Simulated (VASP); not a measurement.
Input of a VASP 6.6.1 run:

INCAR

```
SYSTEM = Cr
PREC     = Accurate       ! precision mode
ENCUT    = 520            ! plane-wave cutoff, eV
EDIFF    = 1E-6           ! SCF threshold, eV
ISMEAR   = -1             ! smearing method
SIGMA    = 0.1            ! smearing width, eV
LREAL    = .False.        ! projectors in reciprocal space
LASPH    = .True.         ! aspherical terms in the spheres
NELM     = 80             ! most SCF steps
ALGO     = Normal         ! electronic algorithm
ISIF     = 2              ! what is computed and relaxed
LWAVE    = .False.        ! write WAVECAR
LCHARG   = .False.        ! write CHGCAR
GGA      = B5             ! functional
ALDAX    = 1.0          
AGGAX    = 1.0          
AGGAC    = 1.0          
ALDAC    = 0.0          
NBANDS   = 25             ! bands
```

Contents of KPOINTS:

```
Automatic mesh
0
Gamma
  10 10 15
  0 0 0
```

POSCAR

```
Cr
1.0
    4.2904483591      0.0000000000      0.0000000000
   -2.1452241795      3.7156372726      0.0000000000
    0.0000000000      0.0000000000      2.3063993473
Cr
3
Direct
    1.0000000000      0.0000000000      0.0000000000
    0.3333333333      0.6666666667      0.5000000000
    0.6666666667      0.3333333333      0.5000000000
```

Potentials or basis: VASP PAW PBE potentials, release 64 (Cr_pv).

Command:

```sh
$ cat potpaw_PBE.64/Cr_pv/POTCAR > POTCAR
$ mpirun -np 1 vasp_std > vasp.out
```

Question: Predict the pressure.

Answer: 0.0 GPa.

Question: Predict the band gap on the k mesh.

Answer: Zero (bands 18 and 19 overlap by 0.94 eV).

Stress tensor (GPa, compression positive):
```
-0.33  0.00  0.00
 0.00 -0.33  0.00
 0.00  0.00  0.55
```

Caveat: the PAW data sets were made with another functional, which shifts forces and pressure a little; the run has no spin polarisation, though such a crystal can be magnetic. Spin polarisation is off, so any magnetic state and its effect on volume and gap are missing.
